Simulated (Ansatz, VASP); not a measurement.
## YbH3 in VASP and in Ansatz

```
Yb H
1.0
     0.00000    2.60497    2.60497
     2.60497    0.00000    2.60497
     2.60497    2.60497    0.00000
Yb H
1 3
Direct
  0.00000 0.00000 0.00000
  0.75000 0.75000 0.75000
  0.25000 0.25000 0.25000
  0.50000 0.50000 0.50000
```

Alike in both runs: task relaxation of cell and atoms; functional revPBE; dispersion D3(BJ); k mesh 10 × 10 × 10; occupations methfessel-paxton of order 1, width 0.01 eV; no spin polarisation.

|  | VASP | Ansatz |
| --- | --- | --- |
| version | VASP 6.6.1 | Ansatz 0.2.0 |
| potentials or method | VASP PAW PBE potentials, release 64 (Yb, H), cutoff 600 eV | plane waves, PAW |
| valence electrons in the cell | 27 | 27 |

Ansatz gave:

```
gap on the k mesh at the Fermi level, each at its own relaxed structure (eV)  : none
relaxed volume (Å³/atom)                                                      : 7.73
relaxed length of the cell vector where the two differ most in proportion (Å) : 3.522
```

Problem. Which values does VASP return?

Solution. gap on the k mesh at the Fermi level, each at its own relaxed structure (eV): none; relaxed volume (Å³/atom): 7.74; relaxed length of the cell vector where the two differ most in proportion (Å): 3.524.

VASP's potentials were made for PBE, not for revPBE. A gap of «none» marks a metal or a gap that the smearing closes.

Spin-orbit coupling is off throughout.
